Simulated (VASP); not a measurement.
Here is a VASP 6.6.1 calculation.

INCAR

```
PREC = Accurate
ENCUT = 520
EDIFF = 1E-7
ISMEAR = 0
SIGMA = 0.15
LREAL = F
LASPH = T
NELM = 60
ALGO = Normal
ISIF = 2
LWAVE = F
LCHARG = T
GGA = PS
LELF = T
LVHAR = T
NBANDS = 22
```

KPOINTS

```
regular mesh
0
Gamma
  8 8 8
```

POSCAR

```
InSb3
1.0
    4.7757469295      0.0000000000      0.0000000000
    0.0000000000      4.7757469295      0.0000000000
    0.0000000000      0.0000000000      4.7757469295
In Sb
1 3
Direct
    0.0000000000      0.0000000000      0.0000000000
    0.5000000000      0.0000000000      0.5000000000
    0.0000000000      0.5000000000      0.5000000000
    0.5000000000      0.5000000000      0.0000000000
```

Potentials or basis: VASP PAW PBE potentials, release 64 (In_d, Sb).

Launch:

```sh
$ cat potpaw_PBE.64/In_d/POTCAR potpaw_PBE.64/Sb/POTCAR > POTCAR
$ mpirun -np 1 vasp_std > vasp.out
```

(1) Estimate the pressure.

(2) What does it give for the band gap on the k mesh?

## Answers

(1) -1.7 GPa.

(2) zero (bands 14 and 15 overlap by 4.72 eV).

Caveat: the PAW data sets were made with another functional, which shifts forces and pressure a little; spin-orbit coupling is left out, which moves the levels of the heavy elements.
